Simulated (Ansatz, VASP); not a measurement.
## TiTeAs3 in VASP and in Ansatz

```
CELL_PARAMETERS angstrom
2.94646 0.00000 0.00000
0.00000 4.32911 0.00000
0.00000 0.00000 8.93491
ATOMIC_POSITIONS crystal
Ti 0.50000 0.50000 0.50000
Te 0.50000 0.00000 0.00000
As 0.50000 0.50000 0.79476
As 0.50000 0.50000 0.20524
As 0.00000 0.00000 0.50000
```

Alike in both runs: functional PBE; k mesh 6 × 4 × 2; occupations gaussian, width 0.1 eV; no spin polarisation.

Ansatz relaxed the structure, and its values are those at the end. VASP's run is a single point on that final structure, the one shown.

|  | VASP | Ansatz |
| --- | --- | --- |
| version | VASP 6.6.1 | Ansatz 0.2.0 |
| potentials or method | VASP PAW PBE potentials, release 64 (Ti_sv, Te, As), cutoff 520 eV | scalar-relativistic, plane waves, PAW |
| valence electrons in the cell | 33 | 73 |

|  | VASP | Ansatz | Ansatz less VASP |
| --- | --- | --- | --- |
| gap on the k mesh at the Fermi level (eV) | none | none | - |
| pressure (GPa) | 0.1 | 0.0 | -0.06 |

A gap of «none» marks a metal or a gap that the smearing closes. VASP's potentials hold 33 valence electrons a cell and Ansatz's 73, so a difference there can come from the potentials and not from the codes.

The k mesh is coarse, so the values compare programs but aren't converged. Neither program's run includes spin-orbit coupling.
